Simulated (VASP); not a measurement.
# CuO2 (Pmmm) in VASP: further runs, part 2 of 2

VASP 6.6.1. Earlier steps stand in the parts before.

**3. Single point, PBE**

INCAR

```
SYSTEM = CuO2
PREC     = Accurate       ! precision mode
ENCUT    = 700            ! plane-wave cutoff, eV
EDIFF    = 1E-6           ! SCF threshold, eV
ISMEAR   = -1             ! smearing method
SIGMA    = 0.05           ! smearing width, eV
LREAL    = .False.        ! projectors in reciprocal space
LASPH    = .True.         ! aspherical terms in the spheres
NELM     = 120            ! most SCF steps
ALGO     = Normal         ! electronic algorithm
ISIF     = 2              ! what is computed and relaxed
LWAVE    = .False.        ! write WAVECAR
LCHARG   = .True.         ! write CHGCAR
GGA      = PE             ! functional
LELF     = .True.         ! ELF
LVHAR    = .True.       
NBANDS   = 22             ! bands
GGA_COMPAT= .False.
```

KPOINTS

```
regular mesh
0
Gamma
  9 4 4
  0 0 0
```

POSCAR

```
CuO2
1.0
    2.4212910000      0.0000000000      0.0000000000
    0.0000000000      6.4459520000      0.0000000000
    0.0000000000      0.0000000000      7.0670430000
Cu O
1 2
Direct
    0.0000000000      0.5000000000      0.0000000000
    0.0000000000      0.5000000000      0.4124350000
    0.0000000000      0.5000000000      0.5875650000
```

Potentials or basis: VASP PAW PBE potentials, release 64 (Cu_sv_GW, O).

Started as:

```bash
> cat potpaw_PBE.64/Cu_sv_GW/POTCAR potpaw_PBE.64/O/POTCAR > POTCAR
> mpirun -np 1 vasp_std > vasp.out
```

OUTCAR:

```text
SYSTEM = CuO2
   PREC = Accurate
   ENCUT = 700
   EDIFF = 1E-6
   ISMEAR = -1
   LREAL = .False.
   LASPH = .True.
   NELM = 120
   ISIF = 2
   GGA = PE

 ion  position               nearest neighbor table
   1  0.000  0.500  0.000-
   2  0.000  0.500  0.412-   3 1.24
   3  0.000  0.500  0.588-   2 1.24

  LATTYP: Found a simple orthorhombic cell.
 ALAT       =     2.4212910000
 B/A-ratio  =     2.6621963242
 C/A-ratio  =     2.9187086558

  Lattice vectors:

 A1 = (   2.4212910000,   0.0000000000,   0.0000000000)
 A2 = (   0.0000000000,   6.4459520000,   0.0000000000)
 A3 = (   0.0000000000,   0.0000000000,   7.0670430000)

Analysis of symmetry for initial positions (statically):
=====================================================================
 Subroutine PRICEL returns:
 Original cell was already a primitive cell.

 Routine SETGRP: Setting up the symmetry group for a
 simple orthorhombic supercell.

 Subroutine GETGRP returns: Found  8 space group operations
 (whereof  8 operations were pure point group operations)
 out of a pool of  8 trial point group operations.

The static configuration has the point symmetry D_2h.

Analysis of symmetry for dynamics (positions and initial velocities):
=====================================================================
 Subroutine PRICEL returns:
 Original cell was already a primitive cell.

 Routine SETGRP: Setting up the symmetry group for a
 simple orthorhombic supercell.

 Subroutine GETGRP returns: Found  8 space group operations
 (whereof  8 operations were pure point group operations)
 out of a pool of  8 trial point group operations.

The dynamic configuration has the point symmetry D_2h.

 Subroutine INISYM returns: Found  8 space group operations
 (whereof  8 operations are pure point group operations),
 and found     1 'primitive' translations

----------------------------------------------------------------------------------------

                                     Primitive cell

  volume of cell :     110.2991

  direct lattice vectors                    reciprocal lattice vectors
     2.421291000  0.000000000  0.000000000     0.413002815  0.000000000  0.000000000
     0.000000000  6.445952000  0.000000000     0.000000000  0.155136123  0.000000000
     0.000000000  0.000000000  7.067043000     0.000000000  0.000000000  0.141501898

  length of vectors
     2.421291000  6.445952000  7.067043000     0.413002815  0.155136123  0.141501898

  position of ions in fractional coordinates (direct lattice)
     0.000000000  0.500000000  0.000000000
     0.000000000  0.500000000  0.412435000
     0.000000000  0.500000000  0.587565000

  ion indices of the primitive-cell ions
   primitive index   ion index
                 1           1
                 2           2
                 3           3

----------------------------------------------------------------------------------------

 KPOINTS: regular mesh

Automatic generation of k-mesh.
 Grid dimensions read from file:
 generate k-points for:    9    4    4

 Generating k-lattice:

  Cartesian coordinates                     Fractional coordinates (reciprocal lattice)
     0.045889202  0.000000000  0.000000000     0.111111111  0.000000000  0.000000000
     0.000000000  0.038784031  0.000000000     0.000000000  0.250000000  0.000000000
     0.000000000  0.000000000  0.035375475     0.000000000  0.000000000  0.250000000

  Length of vectors
     0.045889202  0.038784031  0.035375475

  Shift w.r.t. Gamma in fractional coordinates (k-lattice)
     0.000000000  0.000000000  0.000000000

 Subroutine IBZKPT returns following result:
 ===========================================

 Found     45 irreducible k-points:

 Following reciprocal coordinates:
            Coordinates               Weight
  0.000000  0.000000  0.000000      1.000000
  0.111111  0.000000  0.000000      2.000000
  0.222222  0.000000  0.000000      2.000000
  0.333333  0.000000  0.000000      2.000000
  0.444444  0.000000  0.000000      2.000000
  0.000000  0.250000  0.000000      2.000000
[... 16 lines left out ...]
  0.222222  0.250000  0.250000      8.000000
  0.333333  0.250000  0.250000      8.000000
 [... further k-points ...]
   k-points           NKPTS =     45   k-points in BZ     NKDIM =     45   number of bands    NBANDS=     22
   number of dos      NEDOS =    301   number of ions     NIONS =      3
   total plane-waves  NPLWV =  86016
   dimension x,y,z NGX =    24 NGY =   56 NGZ =   64
   dimension x,y,z NGXF=    48 NGYF=  112 NGZF=  128
   ions per type =               1   2
   NGX,Y,Z   is equivalent  to a cutoff of  16.48, 14.44, 15.06 a.u.
   NGXF,Y,Z  is equivalent  to a cutoff of  32.96, 28.89, 30.11 a.u.
 SYSTEM =  CuO2
   PREC   = accura    normal or accurate (medium, high low for compatibility)
   ISTART =      0    job   : 0-new  1-cont  2-samecut
   ICHARG =      2    charge: 1-file 2-atom 10-const
   ISPIN  =      1    spin polarized calculation?
   LNONCOLLINEAR =      F non collinear calculations
   LSORBIT =      F    spin-orbit coupling
   LASPH  =      T    aspherical Exc in radial PAW
   ENCUT  =  700.0 eV  51.45 Ry    7.17 a.u.   5.22 13.91 15.25*2*pi/ulx,y,z
   NELM   =    120;   NELMIN=  2; NELMDL= -5     # of ELM steps
   EDIFF  = 0.1E-05   stopping-criterion for ELM
   LREAL  =      F    real-space projection
   EDIFFG = 0.1E-04   stopping-criterion for IOM
   NSW    =      0    number of steps for IOM
   IBRION =     -1    ionic relax: 0-MD 1-quasi-New 2-CG
   NFREE  =      0    steps in history (QN), initial steepest desc. (CG)
   ISIF   =      2    stress and relaxation
   ISYM   =      2    0-nonsym 1-usesym 2-fastsym
   POTIM  = 0.5000    time-step for ionic-motion
   TEBEG  =    0.0;   TEEND  =   0.0 temperature during run
   PSTRESS=    0.0 pullay stress
   NELECT =      31.0000    total number of electrons
   NUPDOWN=      -1.0000    fix difference up-down
   EMIN   =  10.00;   EMAX   =-10.00  energy-range for DOS
   EFERMI =   0.00;   METHOD = LEGACY
   ISMEAR =    -1;   SIGMA  =   0.05  broadening in eV -4-tet -1-fermi 0-gaus
   EFERMI_NEDOS =   21; number of points for ismear=-14 and -15
   IALGO  =     38    algorithm
   IMIX   =      4    mixing-type and parameters
     AMIX     =   0.40;   BMIX     =  1.00
     AMIX_MAG =   1.60;   BMIX_MAG =  1.00
  volume/ion in A,a.u.               =      36.77       248.11
  Fermi-wavevector in a.u.,A,eV,Ry     =   1.072354  2.026455 15.645923  1.149943
  Thomas-Fermi vector in A             =   2.208121
   LORBIT       =      0    0 simple, 1 ext, 2 COOP (PROOUT), +10 PAW based schemes
   GGA     = PE    functional components
   LHFCALC =     F    Hartree Fock is set to
   AEXX    =    0.0000 exact exchange contribution
   IVDW    =     0    specifies the selected vdW correction
   LEPSILON=     F    determine dielectric tensor
   LRPA    =     F    only Hartree local field effects (RPA)
 non-spin polarized calculation
  energy-cutoff  :      700.00
  volume of cell :      110.30
 maximum number of plane-waves:      4668
 NGX is ok and might be reduce to    24
   NGX = 11   NGY = 27   NGZ = 31

 number of electron      31.0000012 magnetization

 Free energy of the ion-electron system (eV)
  ---------------------------------------------------
  ext. energy  EPLUGINS =         0.00000000
  ---------------------------------------------------
  free energy    TOTEN  =       -11.26014908 eV

  energy without entropy =      -11.22639036  energy(sigma->0) =      -11.24326972

 E-fermi :  -2.9475     XC(G=0):  -5.1790

 val. band max:       -3.0362856532   @ k =   0.2222   0.0000   0.0000
 cond. band min:      -2.9230888698   @ k =   0.2222   0.0000   0.0000
 fundamental gap:      0.1131967835
 Fermi energy:        -2.9475255837

 k-point     1 :       0.0000    0.0000    0.0000
  band No.  band energies     occupation
      1    -113.4509      2.00000
      2     -70.9521      2.00000
      3     -70.8128      2.00000
      4     -70.7982      2.00000
      5     -29.2898      2.00000
      6     -17.4925      2.00000
[... 14 lines left out ...]
     21       4.7029      0.00000
     22       5.5107      0.00000
[... 552 lines left out ...]
  band No.  band energies     occupation
      1    -113.4433      2.00000
      2     -71.0324      2.00000
      3     -70.8056      2.00000
      4     -70.7910      2.00000
      5     -28.8000      2.00000
      6     -16.7976      2.00000
[... 14 lines left out ...]
     21       6.8222      0.00000
     22       7.0221      0.00000

 [... further k-points ...]

------------------------ aborting loop because EDIFF is reached ----------------------------------------

  FORCE on cell =-STRESS in cart. coord.  units (eV):
  Direction    XX          YY          ZZ          XY          YZ          ZX
  --------------------------------------------------------------------------------------
  -------------------------------------------------------------------------------------
  Total       -2.1637069     -0.3652231      0.0548672     -0.0000000      0.0000000      0.0000000
  in kB      -31.4294826     -5.3051424      0.7969881     -0.0000000      0.0000000      0.0000000
  external PRESSURE =     -11.9792123 kB  Pullay stress =       0.0000000 kB

 VOLUME and BASIS-vectors are now :
 -----------------------------------------------------------------------------
  energy-cutoff  :      700.00
  volume of cell :      110.30
      direct lattice vectors                 reciprocal lattice vectors
     2.421291000  0.000000000  0.000000000     0.413002815  0.000000000  0.000000000
     0.000000000  6.445952000  0.000000000     0.000000000  0.155136123  0.000000000
     0.000000000  0.000000000  7.067043000     0.000000000  0.000000000  0.141501898

 POSITION                                       TOTAL-FORCE (eV/Angst)
 -----------------------------------------------------------------------------------
      0.00000      3.22298      0.00000         0.000000      0.000000      0.000000
      0.00000      3.22298      2.91470         0.000000     -0.000000     -0.370429
      0.00000      3.22298      4.15235         0.000000      0.000000      0.370429
 -----------------------------------------------------------------------------------
    total drift:                                0.000000      0.000000      0.000000

  FREE ENERGIE OF THE ION-ELECTRON SYSTEM (eV)
  ---------------------------------------------------
  free  energy   TOTEN  =       -11.2601490843 eV

  energy  without entropy=      -11.2263903577  energy(sigma->0) =      -11.24326972
```

Run time: 7.1 min. Hardware: 1 thread of Intel Xeon Platinum 8488C (Sapphire Rapids), shared host; peak memory 0.4 GiB.

What came out:

```yaml
Free_energy: -11.2601 eV
Pressure: -1.2 GPa
Largest_force: 0.370 eV/Å
Band_gap_on_the_k_mesh: zero (an odd number of electrons rules out a gap without spin polarisation)
```

Forces in eV/Å, atoms in the order of the input:
```
Cu   0.000  0.000  0.000
O    0.000  0.000 -0.370
O    0.000  0.000  0.370
```

Stress tensor (GPa, compression positive):
```
-3.14  0.00  0.00
 0.00 -0.53  0.00
 0.00  0.00  0.08
```

Levels at points of the mesh, in eV from the Fermi level:
```csv
k point,band 13,band 14,band 15,band 16,band 17,band 18,band 19,band 20
"(0.00, 0.00, 0.00)",-0.48,-0.30,-0.12,-0.12,1.41,3.73,3.76,5.14
"(0.00, 0.50, 0.00)",-0.45,-0.31,-0.12,-0.12,1.41,2.93,3.86,6.65
"(0.00, 0.00, 0.50)",-0.69,-0.46,-0.12,-0.12,1.41,3.87,4.29,6.13
"(0.00, 0.50, 0.50)",-0.67,-0.47,-0.12,-0.12,1.41,3.13,4.67,5.69
```

Caveat: the standard files for N, O and F lose accuracy on very short bonds; an odd number of electrons without spin polarisation forces a metal; a magnetic or distorted state may lie lower; semilocal functionals often make such compounds metallic where correlation or magnetic order opens a gap, which also shifts bond lengths. With open d or f shells a metallic result of PBE can be an artefact of self-interaction; +U or a hybrid may open a gap.
